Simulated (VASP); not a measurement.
# B (P6/mmm) in VASP: further runs

Runs on B. Level: PBE+D3(BJ). Tasks: single point.

Everything below comes from runs of VASP 6.6.1. Logs are shortened: lines on timing, memory, paths and dates and some standing lists are left out, and cuts for length are marked.

**1. The cell of the first run**

The structure is hexagonal, space group P6/mmm (No. 191). The conventional cell has a = 1.834 Å, b = 1.834 Å, c = 3.133 Å, α = 90.00°, β = 90.00°, γ = 120.00°. B (site symmetry 6/mmm) has 6 B at 1.83 Å within 2.4 Å.

This isn't the form of B at room conditions, which is rhombohedral.

**2. Single point, PBE+D3(BJ)**

File INCAR:

```
SYSTEM = B
PREC = Accurate
ENCUT = 500
EDIFF = 1E-6
ISMEAR = 0
SIGMA = 0.15
LREAL = .False.
LASPH = .True.
NELM = 120
ALGO = Normal
ISIF = 2
LWAVE = .False.
LCHARG = .False.
GGA = PE
IVDW = 12
NBANDS = 8
GGA_COMPAT = .False.
```

File KPOINTS:

```
Automatic mesh
0
Gamma
  36 36 14
  0 0 0
```

File POSCAR:

```
B
1.0
    1.8338909766      0.0000000000      0.0000000000
   -0.9169454883      1.5881961735      0.0000000000
    0.0000000000      0.0000000000      3.1329124404
B
1
Direct
    0.0000000000      0.0000000000      0.0000000000
```

Potentials or basis: VASP PAW PBE potentials, release 64 (B).

Started as:

```console
$ cat potpaw_PBE.64/B/POTCAR > POTCAR
$ mpirun -np 1 vasp_std > vasp.out
```

OUTCAR:

```text
SYSTEM = B
   PREC = Accurate
   ENCUT = 500
   EDIFF = 1E-6
   ISMEAR = 0
   LREAL = .False.
   LASPH = .True.
   NELM = 120
   ISIF = 2
   GGA = PE
   IVDW = 12
 IVDW          = 12

 ion  position               nearest neighbor table
   1  0.000  0.000  0.000-

  LATTYP: Found a hexagonal cell.
 ALAT       =     1.8338909766
 C/A-ratio  =     1.7083417064

  Lattice vectors:

 A1 = (   1.8338909766,   0.0000000000,   0.0000000000)
 A2 = (  -0.9169454883,   1.5881961735,   0.0000000000)
 A3 = (   0.0000000000,   0.0000000000,   3.1329124404)

Analysis of symmetry for initial positions (statically):
=====================================================================
 Subroutine PRICEL returns:
 Original cell was already a primitive cell.

 Routine SETGRP: Setting up the symmetry group for a
 hexagonal supercell.

 Subroutine GETGRP returns: Found 24 space group operations
 (whereof 24 operations were pure point group operations)
 out of a pool of 24 trial point group operations.

The static configuration has the point symmetry D_6h.

Analysis of symmetry for dynamics (positions and initial velocities):
=====================================================================
 Subroutine PRICEL returns:
 Original cell was already a primitive cell.

 Routine SETGRP: Setting up the symmetry group for a
 hexagonal supercell.

 Subroutine GETGRP returns: Found 24 space group operations
 (whereof 24 operations were pure point group operations)
 out of a pool of 24 trial point group operations.

The dynamic configuration has the point symmetry D_6h.

 Subroutine INISYM returns: Found 24 space group operations
 (whereof 24 operations are pure point group operations),
 and found     1 'primitive' translations

----------------------------------------------------------------------------------------

                                     Primitive cell

  volume of cell :       9.1249

  direct lattice vectors                    reciprocal lattice vectors
     1.833890977  0.000000000  0.000000000     0.545288686  0.314822569  0.000000000
    -0.916945488  1.588196174  0.000000000     0.000000000  0.629645139  0.000000000
     0.000000000  0.000000000  3.132912440     0.000000000  0.000000000  0.319191812

  length of vectors
     1.833890977  1.833890977  3.132912440     0.629645139  0.629645139  0.319191812

  position of ions in fractional coordinates (direct lattice)
     0.000000000  0.000000000  0.000000000

  ion indices of the primitive-cell ions
   primitive index   ion index
                 1           1

----------------------------------------------------------------------------------------

 KPOINTS: Automatic mesh

Automatic generation of k-mesh.
 Grid dimensions read from file:
 generate k-points for:   36   36   14

 Generating k-lattice:

  Cartesian coordinates                     Fractional coordinates (reciprocal lattice)
     0.015146908  0.008745071  0.000000000     0.027777778 -0.000000000  0.000000000
     0.000000000  0.017490143  0.000000000     0.000000000  0.027777778  0.000000000
     0.000000000  0.000000000  0.022799415     0.000000000  0.000000000  0.071428571

  Length of vectors
     0.017490143  0.017490143  0.022799415

  Shift w.r.t. Gamma in fractional coordinates (k-lattice)
     0.000000000  0.000000000  0.000000000

 Subroutine IBZKPT returns following result:
 ===========================================

 Found   1016 irreducible k-points:

 Following reciprocal coordinates:
            Coordinates               Weight
  0.000000  0.000000  0.000000      1.000000
  0.027778  0.000000  0.000000      6.000000
  0.055556  0.000000  0.000000      6.000000
  0.083333  0.000000  0.000000      6.000000
  0.111111  0.000000  0.000000      6.000000
  0.138889  0.000000  0.000000      6.000000
[... 16 lines left out ...]
  0.111111  0.027778  0.000000     12.000000
  0.138889  0.027778  0.000000     12.000000
 [... further k-points ...]
   k-points           NKPTS =   1016   k-points in BZ     NKDIM =   1016   number of bands    NBANDS=      8
   number of dos      NEDOS =    301   number of ions     NIONS =      1
   total plane-waves  NPLWV =   4704
   dimension x,y,z NGX =    14 NGY =   14 NGZ =   24
   dimension x,y,z NGXF=    28 NGYF=   28 NGZF=   48
   ions per type =               1
   NGX,Y,Z   is equivalent  to a cutoff of  12.69, 12.69, 12.74 a.u.
   NGXF,Y,Z  is equivalent  to a cutoff of  25.38, 25.38, 25.47 a.u.
 SYSTEM =  B
   PREC   = accura    normal or accurate (medium, high low for compatibility)
   ISTART =      0    job   : 0-new  1-cont  2-samecut
   ICHARG =      2    charge: 1-file 2-atom 10-const
   ISPIN  =      1    spin polarized calculation?
   LNONCOLLINEAR =      F non collinear calculations
   LSORBIT =      F    spin-orbit coupling
   LASPH  =      T    aspherical Exc in radial PAW
   ENCUT  =  500.0 eV  36.75 Ry    6.06 a.u.   3.34  3.34  5.71*2*pi/ulx,y,z
   NELM   =    120;   NELMIN=  2; NELMDL= -5     # of ELM steps
   EDIFF  = 0.1E-05   stopping-criterion for ELM
   LREAL  =      F    real-space projection
   EDIFFG = 0.1E-04   stopping-criterion for IOM
   NSW    =      0    number of steps for IOM
   IBRION =     -1    ionic relax: 0-MD 1-quasi-New 2-CG
   NFREE  =      0    steps in history (QN), initial steepest desc. (CG)
   ISIF   =      2    stress and relaxation
   ISYM   =      2    0-nonsym 1-usesym 2-fastsym
   POTIM  = 0.5000    time-step for ionic-motion
   TEBEG  =    0.0;   TEEND  =   0.0 temperature during run
   PSTRESS=    0.0 pullay stress
   NELECT =       3.0000    total number of electrons
   NUPDOWN=      -1.0000    fix difference up-down
   EMIN   =  10.00;   EMAX   =-10.00  energy-range for DOS
   EFERMI =   0.00;   METHOD = LEGACY
   ISMEAR =     0;   SIGMA  =   0.15  broadening in eV -4-tet -1-fermi 0-gaus
   EFERMI_NEDOS =   21; number of points for ismear=-14 and -15
   IALGO  =     38    algorithm
   IMIX   =      4    mixing-type and parameters
     AMIX     =   0.40;   BMIX     =  1.00
     AMIX_MAG =   1.60;   BMIX_MAG =  1.00
  volume/ion in A,a.u.               =       9.12        61.58
  Fermi-wavevector in a.u.,A,eV,Ry     =   1.129900  2.135201 17.370199  1.276674
  Thomas-Fermi vector in A             =   2.266595
   LORBIT       =      0    0 simple, 1 ext, 2 COOP (PROOUT), +10 PAW based schemes
   GGA     = PE    functional components
   LHFCALC =     F    Hartree Fock is set to
   AEXX    =    0.0000 exact exchange contribution
   IVDW    =    12    specifies the selected vdW correction
   LEPSILON=     F    determine dielectric tensor
   LRPA    =     F    only Hartree local field effects (RPA)
 non-spin polarized calculation
 Gauss-broadening in eV      SIGMA  =   0.15
  energy-cutoff  :      500.00
  volume of cell :        9.12
 maximum number of plane-waves:       245
 NGX is ok and might be reduce to    14

 number of electron       3.0000000 magnetization

 Free energy of the ion-electron system (eV)
  ---------------------------------------------------
  ext. energy  EPLUGINS =         0.00000000
  ---------------------------------------------------
  free energy    TOTEN  =        -5.77166201 eV

  energy without entropy =       -5.76721295  energy(sigma->0) =       -5.76943748

 E-fermi :   5.3379     XC(G=0): -10.6325

 val. band max:        5.3341571370   @ k =   0.4444   0.1111   0.2143
 cond. band min:       5.3384645583   @ k =   0.3889   0.1667   0.1429
 fundamental gap:      0.0043074213
 Fermi energy:         5.3379398038

 k-point     1 :       0.0000    0.0000    0.0000
  band No.  band energies     occupation
      1     -10.4560      2.00000
      2       1.5666      2.00000
      3      10.0433      0.00000
      4      25.7077      0.00000
      5      25.7077      0.00000
      6      41.1402      0.00000
      7      45.3759      0.00000
      8      45.3759      0.00000

 k-point     2 :       0.0278    0.0000    0.0000
  band No.  band energies     occupation
      1     -10.4225      2.00000
      2       1.6090      2.00000
      3      10.0763      0.00000
      4      25.5800      0.00000
      5      25.6166      0.00000
      6      41.0976      0.00000
      7      44.4391      0.00000
      8      45.5448      0.00000

 k-point     3 :       0.0556    0.0000    0.0000
  band No.  band energies     occupation
      1     -10.3219      2.00000
      2       1.7363      2.00000
      3      10.1747      0.00000
      4      25.1972      0.00000
      5      25.3538      0.00000
      6      40.9590      0.00000
      7      42.8332      0.00000
      8      46.0393      0.00000

 k-point     4 :       0.0833    0.0000    0.0000
  band No.  band energies     occupation
      1     -10.1546      2.00000
      2       1.9481      2.00000
      3      10.3370      0.00000
      4      24.5638      0.00000
      5      24.9469      0.00000
      6      40.6914      0.00000
      7      41.2982      0.00000
      8      46.8255      0.00000

 k-point     5 :       0.1111    0.0000    0.0000
  band No.  band energies     occupation
      1      -9.9206      2.00000
      2       2.2439      2.00000
      3      10.5600      0.00000
      4      23.6951      0.00000
      5      24.4324      0.00000
      6      39.9773      0.00000
      7      40.2387      0.00000
      8      47.8529      0.00000
[... 177 lines left out ...]
 k-point    22 :       0.0833    0.0278    0.0000
  band No.  band energies     occupation
      1     -10.0208      2.00000
      2       2.1172      2.00000
      3      10.4653      0.00000
      4      24.1271      0.00000
      5      24.5752      0.00000
      6      40.4477      0.00000
      7      40.5144      0.00000
      8      47.2563      0.00000

 k-point    23 :       0.1111    0.0278    0.0000
  band No.  band energies     occupation
      1      -9.7538      2.00000
      2       2.4546      2.00000
      3      10.7162      0.00000
      4      23.1644      0.00000
      5      24.0098      0.00000
      6      39.3848      0.00000
      7      39.8729      0.00000
      8      47.9960      0.00000

 k-point    24 :       0.1389    0.0278    0.0000
  band No.  band energies     occupation
      1      -9.4211      2.00000
      2       2.8746      2.00000
      3      11.0167      0.00000
      4      22.0149      0.00000
      5      23.3993      0.00000
      6      38.4716      0.00000
      7      39.0163      0.00000
      8      47.3991      0.00000

 [... further k-points ...]

------------------------ aborting loop because EDIFF is reached ----------------------------------------

 Edisp (eV)   -0.16238

 E8    (eV) :    -0.0540

  FORCE on cell =-STRESS in cart. coord.  units (eV):
  Direction    XX          YY          ZZ          XY          YZ          ZX
  --------------------------------------------------------------------------------------
  -------------------------------------------------------------------------------------
  Total      -2.58772    -2.58772     0.13026     0.00000    -0.00000     0.00000
  in kB    -454.36274  -454.36274    22.87071     0.00000    -0.00000     0.00000
  external pressure =     -295.28 kB  Pullay stress =        0.00 kB

 VOLUME and BASIS-vectors are now :
 -----------------------------------------------------------------------------
  energy-cutoff  :      500.00
  volume of cell :        9.12
      direct lattice vectors                 reciprocal lattice vectors
     1.833890977  0.000000000  0.000000000     0.545288686  0.314822569  0.000000000
    -0.916945488  1.588196174  0.000000000     0.000000000  0.629645139  0.000000000
     0.000000000  0.000000000  3.132912440     0.000000000  0.000000000  0.319191812

 POSITION                                       TOTAL-FORCE (eV/Angst)
 -----------------------------------------------------------------------------------
      0.00000      0.00000      0.00000        -0.000000      0.000000      0.000000
 -----------------------------------------------------------------------------------
    total drift:                                0.000000     -0.000000      0.000000

  FREE ENERGIE OF THE ION-ELECTRON SYSTEM (eV)
  ---------------------------------------------------
  free  energy   TOTEN  =        -5.9340411721 eV

  energy  without entropy=       -5.9295921181  energy(sigma->0) =       -5.93181665
```

It took 37 s on 1 thread of Intel Xeon Platinum 8488C (Sapphire Rapids), shared host; peak memory 0.17 GiB.

Results:

```yaml
Free_energy: -5.9340 eV
Pressure: -29.5 GPa
Band_gap_on_the_k_mesh: zero (an odd number of electrons rules out a gap without spin polarisation)
Dispersion_energy_per_atom: -0.162 eV
```

Levels at points of the mesh, in eV from the Fermi level:
| k point | band 1 | band 2 | band 3 | band 4 | band 5 | band 6 | band 7 |
| --- | --- | --- | --- | --- | --- | --- | --- |
| (0.00, 0.00, 0.00) | -15.79 | -3.77 | 4.71 | 20.37 | 20.37 | 35.80 | 40.04 |
| (0.50, 0.00, 0.00) | -7.59 | -0.35 | 6.42 | 13.25 | 15.97 | 17.51 | 19.56 |
| (0.00, 0.00, 0.50) | -14.78 | -8.00 | 14.81 | 20.43 | 20.43 | 21.34 | 40.57 |
| (0.50, 0.00, 0.50) | -7.24 | 0.87 | 3.68 | 9.64 | 13.38 | 25.38 | 28.84 |

Caveat: the cell stands under tension.

**3. Single point, PBE+D3(BJ)**

This run uses another cell than the first one, of the same volume but with other edges.

File INCAR:

```
SYSTEM = B
ALGO = Normal ; EDIFF = 1E-6
ENCUT = 500 ; GGA = PE
GGA_COMPAT = .FALSE. ; ISIF = 2
ISMEAR = 0 ; IVDW = 12
LASPH = .TRUE. ; LCHARG = .TRUE.
LELF = .TRUE. ; LREAL = .FALSE.
LVHAR = .TRUE. ; LWAVE = .FALSE.
NBANDS = 8 ; NELM = 120
PREC = Accurate ; SIGMA = 0.15
```

File KPOINTS:

```
k-points
0
G
  36 36 14
  0 0 0
```

File POSCAR:

```
B
1.0
    1.5598723450      0.0000000000      0.0000000000
   -0.7799361725      1.3508890774      0.0000000000
    0.0000000000      0.0000000000      4.3302918485
B
1
Direct
    0.0000000000      0.0000000000      0.0000000000
```

Potentials or basis: VASP PAW PBE potentials, release 64 (B).

Started as:

```console
$ cat potpaw_PBE.64/B/POTCAR > POTCAR
$ mpirun -np 1 vasp_std > vasp.out
```

OUTCAR:

```text
SYSTEM = B
   EDIFF = 1E-6
   ENCUT = 500
   GGA = PE
   ISIF = 2
   ISMEAR = 0
   IVDW = 12
   LASPH = .TRUE.
   LREAL = .FALSE.
   NELM = 120
   PREC = Accurate
 IVDW          = 12

 ion  position               nearest neighbor table
   1  0.000  0.000  0.000-

  LATTYP: Found a hexagonal cell.
 ALAT       =     1.5598723450
 C/A-ratio  =     2.7760552730

  Lattice vectors:

 A1 = (   1.5598723450,   0.0000000000,   0.0000000000)
 A2 = (  -0.7799361725,   1.3508890774,   0.0000000000)
 A3 = (   0.0000000000,   0.0000000000,   4.3302918485)
[... 444 lines left out ...]

 [... further k-points ...]

------------------------ aborting loop because EDIFF is reached ----------------------------------------

 Edisp (eV)   -0.15409

 E8    (eV) :    -0.0498

  FORCE on cell =-STRESS in cart. coord.  units (eV):
  Direction    XX          YY          ZZ          XY          YZ          ZX
  --------------------------------------------------------------------------------------
  -------------------------------------------------------------------------------------
  Total       5.19193     5.19193    -0.16899     0.00000     0.00000     0.00000
  in kB     911.61903   911.61903   -29.67145     0.00000     0.00000     0.00000
  external pressure =      597.86 kB  Pullay stress =        0.00 kB

 VOLUME and BASIS-vectors are now :
 -----------------------------------------------------------------------------
  energy-cutoff  :      500.00
  volume of cell :        9.12
      direct lattice vectors                 reciprocal lattice vectors
     1.559872345  0.000000000  0.000000000     0.641078101  0.370126614  0.000000000
    -0.779936173  1.350889077  0.000000000     0.000000000  0.740253228  0.000000000
     0.000000000  0.000000000  4.330291848     0.000000000  0.000000000  0.230931317

 POSITION                                       TOTAL-FORCE (eV/Angst)
 -----------------------------------------------------------------------------------
      0.00000      0.00000      0.00000        -0.000000      0.000000      0.000000
 -----------------------------------------------------------------------------------
    total drift:                               -0.000000     -0.000000      0.000000

  FREE ENERGIE OF THE ION-ELECTRON SYSTEM (eV)
  ---------------------------------------------------
  free  energy   TOTEN  =        -5.6855078291 eV

  energy  without entropy=       -5.6838850159  energy(sigma->0) =       -5.68469642
```

stdout:

```text
POSCAR found type information on POSCAR B
 POSCAR found :  1 types and       1 ions
 scaLAPACK will be used
 LDA part: xc-table for (Slater+PW92), standard interpolation
 POSCAR, INCAR and KPOINTS ok, starting setup
 FFT: planning ... GRIDC
 FFT: planning ... GRID_SOFT
 FFT: planning ... GRID
 WAVECAR not read
 entering main loop
```

Wall time 34 s (1 thread of Intel Xeon Platinum 8488C (Sapphire Rapids), shared host); peak memory 0.17 GiB.

Results:

```yaml
Free_energy: -5.6855 eV
Pressure: 59.8 GPa
Band_gap_on_the_k_mesh: zero (an odd number of electrons rules out a gap without spin polarisation)
Dispersion_energy_per_atom: -0.154 eV
```

Levels at points of the mesh, in eV from the Fermi level:
| k point | band 1 | band 2 | band 3 | band 4 | band 5 |
| --- | --- | --- | --- | --- | --- |
| (0.00, 0.00, 0.00) | -19.11 | -9.53 | 0.93 | 16.03 | 20.75 |
| (0.50, 0.00, 0.00) | -10.44 | 3.16 | 7.12 | 14.54 | 20.23 |
| (0.00, 0.00, 0.50) | -19.05 | -10.05 | 4.80 | 7.67 | 31.69 |
| (0.50, 0.00, 0.50) | -10.43 | 3.25 | 6.88 | 13.51 | 20.48 |

Caveat: the cell stands under pressure.
